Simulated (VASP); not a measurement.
# PmTe (Fm-3m) in VASP: single point with PBEsol

Aim: the single point of PmTe with PBEsol.

Everything below comes from runs of VASP 6.6.1. Logs are shortened: lines on timing, memory, paths and dates and some standing lists are left out, and cuts for length are marked.

## Step 1: The cell of the first run

It takes space group Fm-3m (No. 225, cubic). Conventional cell: a = 6.342 Å, b = 6.342 Å, c = 6.342 Å, α = 90.00°, β = 90.00°, γ = 90.00°. Pm (site symmetry m-3m) has 6 Te at 3.17 Å within 4.2 Å. Within 4.2 Å of Te (site symmetry m-3m) lie 6 Pm at 3.17 Å.

## Step 2: Single point, PBEsol, collinear spin, ferromagnetic start

POSCAR

```
PmTe
1.0
    0.0000000000      3.1710528466      3.1710528466
    3.1710528466      0.0000000000      3.1710528466
    3.1710528466      3.1710528466      0.0000000000
Pm Te
1 1
Direct
    0.5000000000      0.5000000000      0.5000000000
    0.0000000000      0.0000000000      0.0000000000
```

INCAR.step1

```
PREC = Accurate
ENCUT = 520
EDIFF = 1E-6
ISMEAR = 0
SIGMA = 0.05
LREAL = F
LASPH = T
NELM = 150
ALGO = Normal
ISIF = 2
LWAVE = F
LCHARG = T
ISPIN = 2
MAGMOM = 5.07 0
LMAXMIX = 6
GGA = PS
NBANDS = 22
```

KPOINTS.step1

```
Automatic mesh
0
Gamma
  8 8 8
```

INCAR.step2

```
PREC = Accurate
ENCUT = 520
EDIFF = 1E-6
ISMEAR = -5
SIGMA = 0.05
LREAL = F
LASPH = T
NELM = 150
ALGO = Normal
ISIF = 2
LWAVE = F
LCHARG = F
ISPIN = 2
MAGMOM = 5.07 0
LORBIT = 10
LMAXMIX = 6
GGA = PS
NEDOS = 2001
ICHARG = 11
```

KPOINTS.step2

```
Automatic mesh
0
Gamma
  12 12 12
```

Potentials or basis: VASP PAW PBE potentials, release 64 (Pm, Te).

Started as:

```
$ cat potpaw_PBE.64/Pm/POTCAR potpaw_PBE.64/Te/POTCAR > POTCAR
$ cp INCAR.step1 INCAR
$ cp KPOINTS.step1 KPOINTS
$ mpirun -np 1 vasp_std > vasp.out
$ cp INCAR.step2 INCAR
$ cp KPOINTS.step2 KPOINTS
$ mpirun -np 1 vasp_std > vasp.out
```

OUTCAR:

```text
PREC = Accurate
   ENCUT = 520
   EDIFF = 1E-6
   ISMEAR = -5
   LREAL = F
   LASPH = T
   NELM = 150
   ISIF = 2
   ISPIN = 2
   LORBIT = 10
   GGA = PS
   ICHARG = 11

 ion  position               nearest neighbor table
   1  0.500  0.500  0.500-   2 3.17   2 3.17   2 3.17   2 3.17   2 3.17   2 3.17
   2  0.000  0.000  0.000-   1 3.17   1 3.17   1 3.17   1 3.17   1 3.17   1 3.17

  LATTYP: Found a face centered cubic cell.
 ALAT       =     6.3421056932

  Lattice vectors:

 A1 = (   0.0000000000,   3.1710528466,   3.1710528466)
 A2 = (   3.1710528466,   0.0000000000,   3.1710528466)
 A3 = (   3.1710528466,   3.1710528466,   0.0000000000)

Analysis of symmetry for initial positions (statically):
=====================================================================
 Subroutine PRICEL returns:
 Original cell was already a primitive cell.

 Routine SETGRP: Setting up the symmetry group for a
 face centered cubic supercell.

 Subroutine GETGRP returns: Found 48 space group operations
 (whereof 48 operations were pure point group operations)
 out of a pool of 48 trial point group operations.

The static configuration has the point symmetry O_h .

Analysis of symmetry for dynamics (positions and initial velocities):
=====================================================================
 Subroutine PRICEL returns:
 Original cell was already a primitive cell.

 Routine SETGRP: Setting up the symmetry group for a
 face centered cubic supercell.

 Subroutine GETGRP returns: Found 48 space group operations
 (whereof 48 operations were pure point group operations)
 out of a pool of 48 trial point group operations.

The dynamic configuration has the point symmetry O_h .

Analysis of structural, dynamic, and magnetic symmetry:
=====================================================================
 Subroutine PRICEL returns:
 Original cell was already a primitive cell.

 Routine SETGRP: Setting up the symmetry group for a
 face centered cubic supercell.

 Subroutine GETGRP returns: Found 48 space group operations
 (whereof 48 operations were pure point group operations)
 out of a pool of 48 trial point group operations.

The overall configuration has the point symmetry O_h .

 Subroutine INISYM returns: Found 48 space group operations
 (whereof 48 operations are pure point group operations),
 and found     1 'primitive' translations

----------------------------------------------------------------------------------------

                                     Primitive cell

  volume of cell :      63.7735

  direct lattice vectors                    reciprocal lattice vectors
     0.000000000  3.171052847  3.171052847    -0.157676338  0.157676338  0.157676338
     3.171052847  0.000000000  3.171052847     0.157676338 -0.157676338  0.157676338
     3.171052847  3.171052847  0.000000000     0.157676338  0.157676338 -0.157676338

  length of vectors
     4.484545943  4.484545943  4.484545943     0.273103428  0.273103428  0.273103428

  position of ions in fractional coordinates (direct lattice)
     0.500000000  0.500000000  0.500000000
     0.000000000  0.000000000  0.000000000

  ion indices of the primitive-cell ions
   primitive index   ion index
                 1           1
                 2           2

----------------------------------------------------------------------------------------

 KPOINTS: Automatic mesh

Automatic generation of k-mesh.
 Grid dimensions read from file:
 generate k-points for:   12   12   12

 Generating k-lattice:

  Cartesian coordinates                     Fractional coordinates (reciprocal lattice)
    -0.013139695  0.013139695  0.013139695     0.083333333  0.000000000  0.000000000
     0.013139695 -0.013139695  0.013139695     0.000000000  0.083333333  0.000000000
     0.013139695  0.013139695 -0.013139695     0.000000000  0.000000000  0.083333333

  Length of vectors
     0.022758619  0.022758619  0.022758619

  Shift w.r.t. Gamma in fractional coordinates (k-lattice)
     0.000000000  0.000000000  0.000000000

 TETIRR: Found    247 inequivalent tetrahedra from    10368

 Subroutine IBZKPT returns following result:
 ===========================================

 Found     72 irreducible k-points:

 Following reciprocal coordinates:
            Coordinates               Weight
  0.000000  0.000000  0.000000      1.000000
  0.083333  0.000000  0.000000      8.000000
  0.166667  0.000000  0.000000      8.000000
  0.250000  0.000000  0.000000      8.000000
  0.333333  0.000000  0.000000      8.000000
  0.416667  0.000000  0.000000      8.000000
[... 16 lines left out ...]
  0.500000  0.166667  0.000000     24.000000
 -0.416667  0.166667  0.000000     24.000000
 [... further k-points ...]
   k-points           NKPTS =     72   k-points in BZ     NKDIM =     72   number of bands    NBANDS=     17
   number of dos      NEDOS =   2001   number of ions     NIONS =      2
   total plane-waves  NPLWV =  46656
   dimension x,y,z NGX =    36 NGY =   36 NGZ =   36
   dimension x,y,z NGXF=    72 NGYF=   72 NGZF=   72
   ions per type =               1   1
   NGX,Y,Z   is equivalent  to a cutoff of  13.35, 13.35, 13.35 a.u.
   NGXF,Y,Z  is equivalent  to a cutoff of  26.69, 26.69, 26.69 a.u.
 SYSTEM =  unknown system
   PREC   = accura    normal or accurate (medium, high low for compatibility)
   ISTART =      0    job   : 0-new  1-cont  2-samecut
   ICHARG =     11    charge: 1-file 2-atom 10-const
   ISPIN  =      2    spin polarized calculation?
   LNONCOLLINEAR =      F non collinear calculations
   LSORBIT =      F    spin-orbit coupling
   LASPH  =      T    aspherical Exc in radial PAW
   ENCUT  =  520.0 eV  38.22 Ry    6.18 a.u.   8.34  8.34  8.34*2*pi/ulx,y,z
   NELM   =    150;   NELMIN=  2; NELMDL=  0     # of ELM steps
   EDIFF  = 0.1E-05   stopping-criterion for ELM
   LREAL  =      F    real-space projection
   EDIFFG = 0.1E-04   stopping-criterion for IOM
   NSW    =      0    number of steps for IOM
   IBRION =     -1    ionic relax: 0-MD 1-quasi-New 2-CG
   NFREE  =      0    steps in history (QN), initial steepest desc. (CG)
   ISIF   =      2    stress and relaxation
   ISYM   =      2    0-nonsym 1-usesym 2-fastsym
   POTIM  = 0.5000    time-step for ionic-motion
   TEBEG  =    0.0;   TEEND  =   0.0 temperature during run
   PSTRESS=    0.0 pullay stress
   NELECT =      21.0000    total number of electrons
   NUPDOWN=      -1.0000    fix difference up-down
   EMIN   =  10.00;   EMAX   =-10.00  energy-range for DOS
   EFERMI =   0.00;   METHOD = LEGACY
   ISMEAR =    -5;   SIGMA  =   0.05  broadening in eV -4-tet -1-fermi 0-gaus
   EFERMI_NEDOS =   21; number of points for ismear=-14 and -15
   IALGO  =     38    algorithm
   IMIX   =      4    mixing-type and parameters
     AMIX     =   0.40;   BMIX     =  1.00
     AMIX_MAG =   1.60;   BMIX_MAG =  1.00
  volume/ion in A,a.u.               =      31.89       215.18
  Fermi-wavevector in a.u.,A,eV,Ry     =   1.130493  2.136322 17.388434  1.278014
  Thomas-Fermi vector in A             =   2.267189
   LORBIT       =     10    0 simple, 1 ext, 2 COOP (PROOUT), +10 PAW based schemes
   GGA     = PS    functional components
   LHFCALC =     F    Hartree Fock is set to
   AEXX    =    0.0000 exact exchange contribution
   IVDW    =     0    specifies the selected vdW correction
   LEPSILON=     F    determine dielectric tensor
   LRPA    =     F    only Hartree local field effects (RPA)
 spin polarized calculation
 Fermi weights with tetrahedron method with Bloechl corrections
  energy-cutoff  :      520.00
  volume of cell :       63.77
 maximum number of plane-waves:      1759
 NGX is ok and might be reduce to    36

 number of electron      20.9999998 magnetization       4.8563210

 Free energy of the ion-electron system (eV)
  ---------------------------------------------------
  ext. energy  EPLUGINS =         0.00000000
  ---------------------------------------------------
  free energy    TOTEN  =       -14.81108481 eV

  energy without entropy =      -14.81108481  energy(sigma->0) =      -14.81108481

 E-fermi :   6.8580     XC(G=0):  -9.8116

 val. band max:        6.8629943338   @ k =   0.0833   0.0000   0.0000
 cond. band min:       6.8403851367   @ k =   0.3333   0.2500   0.0000
 fundamental gap:     -0.0226091972
 Fermi energy:         6.8579767111

 spin component 1

 k-point     1 :       0.0000    0.0000    0.0000
  band No.  band energies     occupation
      1     -31.9722      1.00000
      2     -12.4154      1.00000
      3     -12.4154      1.00000
      4     -12.4154      1.00000
      5      -5.2969      1.00000
      6       4.8980      1.00000
[... 9 lines left out ...]
     16       7.3916      0.00000
     17       7.3921      0.00000

 k-point     2 :       0.0833    0.0000    0.0000
  band No.  band energies     occupation
      1     -31.9715      1.00000
      2     -12.4342      1.00000
      3     -12.4161      1.00000
      4     -12.4161      1.00000
      5      -5.2345      1.00000
      6       4.5502      1.00000
[... 9 lines left out ...]
     16       7.5387      0.00000
     17       7.5886      0.00000

 k-point     3 :       0.1667    0.0000    0.0000
  band No.  band energies     occupation
      1     -31.9698      1.00000
      2     -12.4844      1.00000
      3     -12.4180      1.00000
      4     -12.4180      1.00000
      5      -5.0600      1.00000
      6       3.7899      1.00000
[... 392 lines left out ...]
 k-point    23 :       0.5000    0.1667    0.0000
  band No.  band energies     occupation
      1     -31.9619      1.00000
      2     -12.6413      1.00000
      3     -12.4589      1.00000
      4     -12.4414      1.00000
      5      -4.3761      1.00000
      6       2.0593      1.00000
[... 9 lines left out ...]
     16       8.2204      0.00000
     17       9.7650      0.00000

 k-point    24 :      -0.4167    0.1667    0.0000
  band No.  band energies     occupation
      1     -31.9618      1.00000
      2     -12.6450      1.00000
      3     -12.4674      1.00000
      4     -12.4344      1.00000
      5      -4.3412      1.00000
      6       1.9855      1.00000
[... 9 lines left out ...]
     16       8.8344      0.00000
     17       9.2702      0.00000

 [... further k-points ...]

 spin component 2

 k-point     1 :       0.0000    0.0000    0.0000
  band No.  band energies     occupation
      1     -29.8596      1.00000
      2     -10.8551      1.00000
      3     -10.8551      1.00000
      4     -10.8551      1.00000
      5      -5.2526      1.00000
      6       5.1352      1.00000
[... 9 lines left out ...]
     16      10.1698      0.00000
     17      10.1731      0.00000

 k-point     2 :       0.0833    0.0000    0.0000
  band No.  band energies     occupation
      1     -29.8588      1.00000
      2     -10.8815      1.00000
      3     -10.8559      1.00000
      4     -10.8559      1.00000
      5      -5.1850      1.00000
      6       4.7686      1.00000
[... 9 lines left out ...]
     16      10.1716      0.00000
     17      10.1769      0.00000

 k-point     3 :       0.1667    0.0000    0.0000
  band No.  band energies     occupation
      1     -29.8566      1.00000
      2     -10.9514      1.00000
      3     -10.8578      1.00000
      4     -10.8578      1.00000
      5      -4.9977      1.00000
      6       3.9991      1.00000
[... 392 lines left out ...]
 k-point    23 :       0.5000    0.1667    0.0000
  band No.  band energies     occupation
      1     -29.8464      1.00000
      2     -11.1595      1.00000
      3     -10.9079      1.00000
      4     -10.8856      1.00000
      5      -4.3081      1.00000
      6       2.3047      1.00000
[... 9 lines left out ...]
     16      10.1962      0.00000
     17      10.5615      0.00000

 k-point    24 :      -0.4167    0.1667    0.0000
  band No.  band energies     occupation
      1     -29.8463      1.00000
      2     -11.1650      1.00000
      3     -10.9189      1.00000
      4     -10.8766      1.00000
      5      -4.2708      1.00000
      6       2.2289      1.00000
[... 9 lines left out ...]
     16      10.2217      0.00000
     17      10.3532      0.00000

 [... further k-points ...]

------------------------ aborting loop because EDIFF is reached ----------------------------------------

  FORCE on cell =-STRESS in cart. coord.  units (eV):
  Direction    XX          YY          ZZ          XY          YZ          ZX
  --------------------------------------------------------------------------------------
  -------------------------------------------------------------------------------------
  Total        0.0934491      0.0934491      0.0934491      0.0000000      0.0000000     -0.0000000
  in kB        2.3477134      2.3477134      2.3477134      0.0000000      0.0000000     -0.0000000
  external PRESSURE =       2.3477134 kB  Pullay stress =       0.0000000 kB

 VOLUME and BASIS-vectors are now :
 -----------------------------------------------------------------------------
  energy-cutoff  :      520.00
  volume of cell :       63.77
      direct lattice vectors                 reciprocal lattice vectors
     0.000000000  3.171052847  3.171052847    -0.157676338  0.157676338  0.157676338
     3.171052847  0.000000000  3.171052847     0.157676338 -0.157676338  0.157676338
     3.171052847  3.171052847  0.000000000     0.157676338  0.157676338 -0.157676338

 POSITION                                       TOTAL-FORCE (eV/Angst)
 -----------------------------------------------------------------------------------
      3.17105      3.17105      3.17105         0.000000      0.000000      0.000000
      0.00000      0.00000      0.00000        -0.000000     -0.000000      0.000000
 -----------------------------------------------------------------------------------
    total drift:                                0.000000      0.000000      0.000000

  FREE ENERGIE OF THE ION-ELECTRON SYSTEM (eV)
  ---------------------------------------------------
  free  energy   TOTEN  =       -14.8110848061 eV

  energy  without entropy=      -14.8110848061  energy(sigma->0) =      -14.81108481

 total charge

# of ion       s       p       d       f       tot
--------------------------------------------------
    1        1.995   5.543   0.388   4.488  12.414
    2        1.341   2.135   0.025   0.000   3.502
--------------------------------------------------
tot          3.336   7.678   0.414   4.488  15.915

 magnetization (x)

# of ion       s       p       d       f       tot
--------------------------------------------------
    1       -0.014   0.004   0.085   4.447   4.521
    2       -0.008  -0.061   0.013   0.000  -0.055
--------------------------------------------------
tot         -0.022  -0.057   0.097   4.447   4.466
```

It took 1.8 min on 1 thread of AMD EPYC 9R45 (Zen 5), shared host; peak memory 0.31 GiB.

What came out:

```
Net moment                                            : 4.86 μB per cell
Site moments                                          : Pm +4.52; Te -0.06 μB
Valence electrons inside the program's atomic spheres : Pm 12.41; Te 3.50
```

Levels at points of the mesh, in eV from the Fermi level:
Spin up:
| k point | band 9 | band 10 | band 11 | band 12 | band 13 | band 14 | band 15 | band 16 | band 17 |
| --- | --- | --- | --- | --- | --- | --- | --- | --- | --- |
| (0.00, 0.00, 0.00) | -0.31 | -0.31 | -0.31 | 0.05 | 0.50 | 0.50 | 0.52 | 0.53 | 0.53 |
| (0.50, 0.00, 0.00) | -0.43 | -0.43 | -0.30 | -0.15 | -0.01 | -0.01 | 0.19 | 2.58 | 2.75 |
| (0.50, 0.50, 0.00) | -1.18 | -0.41 | -0.27 | -0.27 | -0.05 | 0.16 | 0.16 | 0.22 | 2.34 |
Spin down:
| k point | band 5 | band 6 | band 7 | band 8 | band 9 | band 10 | band 11 | band 12 |
| --- | --- | --- | --- | --- | --- | --- | --- | --- |
| (0.00, 0.00, 0.00) | -12.11 | -1.72 | -1.72 | -1.72 | 1.08 | 1.08 | 1.08 | 1.83 |
| (0.50, 0.00, 0.00) | -11.01 | -4.97 | -3.25 | -3.25 | 1.92 | 2.68 | 2.85 | 2.85 |
| (0.50, 0.50, 0.00) | -11.60 | -3.52 | -2.34 | -2.34 | -0.67 | 2.60 | 2.80 | 2.92 |

Caveat: the magnetic or orbital state may not be the lowest; the PAW data sets were made with another functional, which shifts forces and pressure a little; spin-orbit coupling is left out, which moves the levels of the heavy elements; semilocal functionals describe open f shells poorly, which spoils levels, moments and volumes.
